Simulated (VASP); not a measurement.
Set up this calculation in VASP 6.6.1, as the native input.

| Property | Result |
| --- | --- |
| Task | single point |
| Functional | PBE |
| Potentials or basis | VASP PAW PBE potentials, release 64 (Ce) |
| Cutoff | 520 eV |
| k mesh | 20 × 20 × 20 |
| Occupations | fermi-dirac, width 0.0612256 eV |
| Spin | no spin polarisation |
| Dipole correction | no |
| Further INCAR settings | ALGO = Normal; EDIFF = 1e-06; NBANDS = 12 |

The structure of Ce lies in POSCAR:

```
Ce
1.0
   -1.8961765215      1.8961765215      1.8961765215
    1.8961765215     -1.8961765215      1.8961765215
    1.8961765215      1.8961765215     -1.8961765215
Ce
1
Direct
    0.0000000000      0.0000000000      0.0000000000
```

This isn't the form of Ce at room conditions, which is fcc.

One way to write it, as run:

INCAR

```
SYSTEM = Ce
PREC = Accurate
ENCUT = 520
EDIFF = 1E-6
ISMEAR = -1
SIGMA = 0.06122561905347299
LREAL = .False.
LASPH = .True.
NELM = 60
ALGO = Normal
ISIF = 2
LWAVE = .False.
LCHARG = .False.
GGA = PE
NBANDS = 12
```

KPOINTS

```
Automatic mesh
0
Gamma
  20 20 20
  0 0 0
```

Potentials or basis: VASP PAW PBE potentials, release 64 (Ce).

Command:

```bash
$ cat potpaw_PBE.64/Ce/POTCAR > POTCAR
$ mpirun -np 1 vasp_std > vasp.out
```

Results of the run:

| Quantity | Value |
| --- | --- |
| Pressure | 0.0 GPa |
| Band gap on the k mesh | zero (bands 6 and 7 overlap by 0.95 eV) |

Caveat: spin-orbit coupling is left out, which moves the levels of the heavy elements; semilocal functionals describe open f shells poorly, which spoils levels, moments and volumes.

It took 28 s on 1 thread of Intel(R) Xeon(R) 6975P-C (Granite Rapids) (shared host), peak memory 0.22 GiB.
